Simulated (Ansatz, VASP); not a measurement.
# One calculation of SbPd3, two programs

```
CELL_PARAMETERS angstrom
0.00000 3.19388 3.19388
3.19388 0.00000 3.19388
3.19388 3.19388 0.00000
ATOMIC_POSITIONS crystal
Sb 0.50000 0.50000 0.50000
Pd 0.75000 0.75000 0.75000
Pd 0.25000 0.25000 0.25000
Pd 0.00000 0.00000 0.00000
```

Alike in both runs: task single point; functional LDA; k mesh 6 × 6 × 6; no spin polarisation.

```csv
,VASP,Ansatz
version,VASP 6.6.1,Ansatz 0.2.0
potentials or method,"VASP PAW LDA potentials, release 64 (Sb, Pd), cutoff 500 eV","plane waves, PAW"
occupations,"methfessel-paxton of order 1, width 0.15 eV","cold, width 0.15 eV"
valence electrons in the cell,35,69
```

|  | VASP | Ansatz | Ansatz less VASP |
| --- | --- | --- | --- |
| pressure (GPa) | -8.1 | -8.3 | -0.22 |

LDA's correlation is that of Perdew and Zunger in VASP and of Perdew and Wang (1992) in Ansatz. VASP's potentials hold 35 valence electrons a cell and Ansatz's 69, so a difference there can come from the potentials and not from the codes. Ansatz's warnings: stress scf threshold loose.

Neither program's run includes spin-orbit coupling.
